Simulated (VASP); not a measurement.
# K (I4_1/amd) in VASP: single point with PBEsol

Aim: the single point of K with PBEsol.

Program: VASP 6.6.1. These are calculated values, not measurements. Logs are shortened: lines on timing, memory, paths and dates and some standing lists are left out, and cuts for length are marked.

### Step 1. The cell of the first run

It takes space group I4_1/amd (No. 141, tetragonal). The conventional cell has a = 4.416 Å, b = 4.416 Å, c = 16.092 Å, α = 90.00°, β = 90.00°, γ = 90.00°. K (site symmetry -4m2) has 8 K at 4.42 to 4.59 Å within 5.8 Å.

### Step 2. Single point, PBEsol

INCAR reads:

```
SYSTEM = K
ALGO = Normal
EDIFF = 1E-7
ENCUT = 520
GGA = PS
ISIF = 2
ISMEAR = -1
LASPH = .True.
LCHARG = .False.
LREAL = .False.
LWAVE = .False.
NBANDS = 16
NELM = 80
PREC = Accurate
SIGMA = 0.15
```

KPOINTS reads:

```
k-points
0
Gamma
  7 7 7
  0 0 0
```

POSCAR reads:

```
K
1.0
   -2.2081090000      2.2081090000      8.0458680000
    2.2081090000     -2.2081090000      8.0458680000
    2.2081090000      2.2081090000     -8.0458680000
K
2
Direct
    0.2500000000      0.7500000000      0.5000000000
    0.5000000000      0.5000000000      0.0000000000
```

Potentials or basis: VASP PAW PBE potentials, release 64 (K_sv).

Launch:

```
> cat potpaw_PBE.64/K_sv/POTCAR > POTCAR
> mpirun -np 1 vasp_std > vasp.out
```

OUTCAR:

```text
SYSTEM = K
   EDIFF = 1E-7
   ENCUT = 520
   GGA = PS
   ISIF = 2
   ISMEAR = -1
   LASPH = .True.
   LREAL = .False.
   NELM = 80
   PREC = Accurate

 ion  position               nearest neighbor table
   1  0.250  0.750  0.500-
   2  0.500  0.500  0.000-

  LATTYP: Found a body centered tetragonal cell.
 ALAT       =     4.4162180000
 C/A-ratio  =     3.6437820778

  Lattice vectors:

 A1 = (  -2.2081090000,   2.2081090000,   8.0458680000)
 A2 = (   2.2081090000,  -2.2081090000,   8.0458680000)
 A3 = (   2.2081090000,   2.2081090000,  -8.0458680000)

Analysis of symmetry for initial positions (statically):
=====================================================================
 Subroutine PRICEL returns:
 Original cell was already a primitive cell.

 Routine SETGRP: Setting up the symmetry group for a
 body centered tetragonal supercell.

 Subroutine GETGRP returns: Found 16 space group operations
 (whereof  8 operations were pure point group operations)
 out of a pool of 16 trial point group operations.

The static configuration has the point symmetry D_2d.
 The point group associated with its full space group is D_4h.

Analysis of symmetry for dynamics (positions and initial velocities):
=====================================================================
 Subroutine PRICEL returns:
 Original cell was already a primitive cell.

 Routine SETGRP: Setting up the symmetry group for a
 body centered tetragonal supercell.

 Subroutine GETGRP returns: Found 16 space group operations
 (whereof  8 operations were pure point group operations)
 out of a pool of 16 trial point group operations.

The dynamic configuration has the point symmetry D_2d.
 The point group associated with its full space group is D_4h.

 Subroutine INISYM returns: Found 16 space group operations
 (whereof  8 operations are pure point group operations),
 and found     1 'primitive' translations

----------------------------------------------------------------------------------------

                                     Primitive cell

  volume of cell :     156.9184

  direct lattice vectors                    reciprocal lattice vectors
    -2.208109000  2.208109000  8.045868000     0.000000000  0.226438097  0.062143699
     2.208109000 -2.208109000  8.045868000     0.226438097  0.000000000  0.062143699
     2.208109000  2.208109000 -8.045868000     0.226438097  0.226438097  0.000000000

  length of vectors
     8.630613106  8.630613106  8.630613106     0.234810671  0.234810671  0.320231828

  position of ions in fractional coordinates (direct lattice)
     0.250000000  0.750000000  0.500000000
     0.500000000  0.500000000  0.000000000

  ion indices of the primitive-cell ions
   primitive index   ion index
                 1           1
                 2           2

----------------------------------------------------------------------------------------

 KPOINTS: k-points

Automatic generation of k-mesh.
 Grid dimensions read from file:
 generate k-points for:    7    7    7

 Generating k-lattice:

  Cartesian coordinates                     Fractional coordinates (reciprocal lattice)
     0.000000000  0.032348300  0.008877671     0.142857143  0.000000000  0.000000000
     0.032348300  0.000000000  0.008877671     0.000000000  0.142857143  0.000000000
     0.032348300  0.032348300  0.000000000     0.000000000  0.000000000  0.142857143

  Length of vectors
     0.033544382  0.033544382  0.045747404

  Shift w.r.t. Gamma in fractional coordinates (k-lattice)
     0.000000000  0.000000000  0.000000000

 Subroutine IBZKPT returns following result:
 ===========================================

 Found     40 irreducible k-points:

 Following reciprocal coordinates:
            Coordinates               Weight
  0.000000  0.000000  0.000000      1.000000
  0.142857 -0.000000  0.000000      8.000000
  0.285714  0.000000 -0.000000      8.000000
  0.428571 -0.000000  0.000000      8.000000
  0.142857  0.142857  0.000000      8.000000
  0.285714  0.142857  0.000000     16.000000
[... 16 lines left out ...]
 -0.142857  0.285714  0.142857      8.000000
 -0.428571  0.428571  0.142857      8.000000
 [... further k-points ...]
   k-points           NKPTS =     40   k-points in BZ     NKDIM =     40   number of bands    NBANDS=     16
   number of dos      NEDOS =    301   number of ions     NIONS =      2
   total plane-waves  NPLWV = 262144
   dimension x,y,z NGX =    64 NGY =   64 NGZ =   64
   dimension x,y,z NGXF=   128 NGYF=  128 NGZF=  128
   ions per type =               2
   NGX,Y,Z   is equivalent  to a cutoff of  12.33, 12.33, 12.33 a.u.
   NGXF,Y,Z  is equivalent  to a cutoff of  24.66, 24.66, 24.66 a.u.
 SYSTEM =  K
   PREC   = accura    normal or accurate (medium, high low for compatibility)
   ISTART =      0    job   : 0-new  1-cont  2-samecut
   ICHARG =      2    charge: 1-file 2-atom 10-const
   ISPIN  =      1    spin polarized calculation?
   LNONCOLLINEAR =      F non collinear calculations
   LSORBIT =      F    spin-orbit coupling
   LASPH  =      T    aspherical Exc in radial PAW
   ENCUT  =  520.0 eV  38.22 Ry    6.18 a.u.  16.05 16.05 16.05*2*pi/ulx,y,z
   NELM   =     80;   NELMIN=  2; NELMDL= -5     # of ELM steps
   EDIFF  = 0.1E-06   stopping-criterion for ELM
   LREAL  =      F    real-space projection
   EDIFFG = 0.1E-05   stopping-criterion for IOM
   NSW    =      0    number of steps for IOM
   IBRION =     -1    ionic relax: 0-MD 1-quasi-New 2-CG
   NFREE  =      0    steps in history (QN), initial steepest desc. (CG)
   ISIF   =      2    stress and relaxation
   ISYM   =      2    0-nonsym 1-usesym 2-fastsym
   POTIM  = 0.5000    time-step for ionic-motion
   TEBEG  =    0.0;   TEEND  =   0.0 temperature during run
   PSTRESS=    0.0 pullay stress
   NELECT =      18.0000    total number of electrons
   NUPDOWN=      -1.0000    fix difference up-down
   EMIN   =  10.00;   EMAX   =-10.00  energy-range for DOS
   EFERMI =   0.00;   METHOD = LEGACY
   ISMEAR =    -1;   SIGMA  =   0.15  broadening in eV -4-tet -1-fermi 0-gaus
   EFERMI_NEDOS =   21; number of points for ismear=-14 and -15
   IALGO  =     38    algorithm
   IMIX   =      4    mixing-type and parameters
     AMIX     =   0.40;   BMIX     =  1.00
     AMIX_MAG =   1.60;   BMIX_MAG =  1.00
  volume/ion in A,a.u.               =      78.46       529.47
  Fermi-wavevector in a.u.,A,eV,Ry     =   0.795440  1.503165  8.608754  0.632726
  Thomas-Fermi vector in A             =   1.901769
   LORBIT       =      0    0 simple, 1 ext, 2 COOP (PROOUT), +10 PAW based schemes
   GGA     = PS    functional components
   LHFCALC =     F    Hartree Fock is set to
   AEXX    =    0.0000 exact exchange contribution
   IVDW    =     0    specifies the selected vdW correction
   LEPSILON=     F    determine dielectric tensor
   LRPA    =     F    only Hartree local field effects (RPA)
 non-spin polarized calculation
  energy-cutoff  :      520.00
  volume of cell :      156.92
 maximum number of plane-waves:      4250
   NGX = 33   NGY = 33   NGZ = 33

 number of electron      18.0000000 magnetization

 Free energy of the ion-electron system (eV)
  ---------------------------------------------------
  ext. energy  EPLUGINS =         0.00000000
  ---------------------------------------------------
  free energy    TOTEN  =        -2.19368737 eV

  energy without entropy =       -2.07742474  energy(sigma->0) =       -2.13555605

 E-fermi :  -0.2983     XC(G=0):  -5.5337

 val. band max:       -0.4406196902   @ k =  -0.1429  -0.4286   0.1429
 cond. band min:      -0.2853487980   @ k =  -0.2857   0.2857   0.2857
 fundamental gap:      0.1552708921
 Fermi energy:        -0.2983033746

 k-point     1 :       0.0000    0.0000    0.0000
  band No.  band energies     occupation
      1     -32.4089      2.00000
      2     -32.4053      2.00000
      3     -15.9832      2.00000
      4     -15.9193      2.00000
      5     -15.9193      2.00000
      6     -15.9159      2.00000
[... 8 lines left out ...]
     15       4.5647      0.00000
     16       4.5751      0.00000

 k-point     2 :       0.1429   -0.0000    0.0000
  band No.  band energies     occupation
      1     -32.4082      2.00000
      2     -32.4049      2.00000
      3     -15.9797      2.00000
      4     -15.9328      2.00000
      5     -15.9282      2.00000
      6     -15.9187      2.00000
[... 8 lines left out ...]
     15       4.0372      0.00000
     16       4.5237      0.00000

 k-point     3 :       0.2857    0.0000   -0.0000
  band No.  band energies     occupation
      1     -32.4066      2.00000
      2     -32.4040      2.00000
      3     -15.9735      2.00000
      4     -15.9613      2.00000
      5     -15.9525      2.00000
      6     -15.9189      2.00000
[... 8 lines left out ...]
     15       3.7676      0.00000
     16       4.4855      0.00000

 k-point     4 :       0.4286   -0.0000    0.0000
  band No.  band energies     occupation
      1     -32.4052      2.00000
      2     -32.4033      2.00000
      3     -15.9847      2.00000
      4     -15.9823      2.00000
      5     -15.9555      2.00000
      6     -15.9233      2.00000
[... 8 lines left out ...]
     15       3.6552      0.00000
     16       4.3347      0.00000
[... 324 lines left out ...]
 k-point    22 :      -0.2857    0.2857    0.1429
  band No.  band energies     occupation
      1     -32.4047      2.00000
      2     -32.4027      2.00000
      3     -15.9846      2.00000
      4     -15.9790      2.00000
      5     -15.9563      2.00000
      6     -15.9292      2.00000
[... 8 lines left out ...]
     15       3.4781      0.00000
     16       3.8336      0.00000

 k-point    23 :      -0.1429    0.2857    0.1429
  band No.  band energies     occupation
      1     -32.4053      2.00000
      2     -32.4032      2.00000
      3     -15.9862      2.00000
      4     -15.9806      2.00000
      5     -15.9580      2.00000
      6     -15.9211      2.00000
[... 8 lines left out ...]
     15       3.6098      0.00000
     16       4.3109      0.00000

 k-point    24 :      -0.4286    0.4286    0.1429
  band No.  band energies     occupation
      1     -32.4028      2.00000
      2     -32.4021      2.00000
      3     -15.9810      2.00000
      4     -15.9759      2.00000
      5     -15.9560      2.00000
      6     -15.9540      2.00000
[... 8 lines left out ...]
     15       3.3081      0.00000
     16       3.3859      0.00000

 [... further k-points ...]

------------------------ aborting loop because EDIFF is reached ----------------------------------------

  FORCE on cell =-STRESS in cart. coord.  units (eV):
  Direction    XX          YY          ZZ          XY          YZ          ZX
  --------------------------------------------------------------------------------------
  -------------------------------------------------------------------------------------
  Total       -0.1463588     -0.1463588     -0.1695847      0.0000000      0.0000000      0.0000000
  in kB       -1.4943611     -1.4943611     -1.7315033      0.0000000      0.0000000      0.0000000
  external PRESSURE =      -1.5734085 kB  Pullay stress =       0.0000000 kB

 VOLUME and BASIS-vectors are now :
 -----------------------------------------------------------------------------
  energy-cutoff  :      520.00
  volume of cell :      156.92
      direct lattice vectors                 reciprocal lattice vectors
    -2.208109000  2.208109000  8.045868000     0.000000000  0.226438097  0.062143699
     2.208109000 -2.208109000  8.045868000     0.226438097  0.000000000  0.062143699
     2.208109000  2.208109000 -8.045868000     0.226438097  0.226438097  0.000000000

 POSITION                                       TOTAL-FORCE (eV/Angst)
 -----------------------------------------------------------------------------------
      2.20811      0.00000      4.02293        -0.000000      0.000000      0.000000
      0.00000      0.00000      8.04587         0.000000     -0.000000     -0.000000
 -----------------------------------------------------------------------------------
    total drift:                                0.000000     -0.000000      0.000000

  FREE ENERGIE OF THE ION-ELECTRON SYSTEM (eV)
  ---------------------------------------------------
  free  energy   TOTEN  =        -2.1936873665 eV

  energy  without entropy=       -2.0774247383  energy(sigma->0) =       -2.13555605
```

Wall time 2.6 min (1 thread of AMD EPYC 9R14 (Zen 4), shared host); peak memory 0.53 GiB.

Results:

```yaml
Free_energy: -2.1937 eV
Pressure: -0.2 GPa
Band_gap_on_the_k_mesh: zero (band 9 reaches 0.74 eV, above the bottom of band 10 at -1.54 eV)
```

Levels at points of the mesh, in eV from the Fermi level:
| k point | band 5 | band 6 | band 7 | band 8 | band 9 | band 10 | band 11 | band 12 | band 13 | band 14 |
| --- | --- | --- | --- | --- | --- | --- | --- | --- | --- | --- |
| (0.00, 0.00, 0.00) | -15.62 | -15.62 | -15.62 | -15.62 | -2.06 | 0.24 | 0.42 | 3.16 | 3.16 | 3.64 |

Caveat: the PAW data sets were made with another functional, which shifts forces and pressure a little.
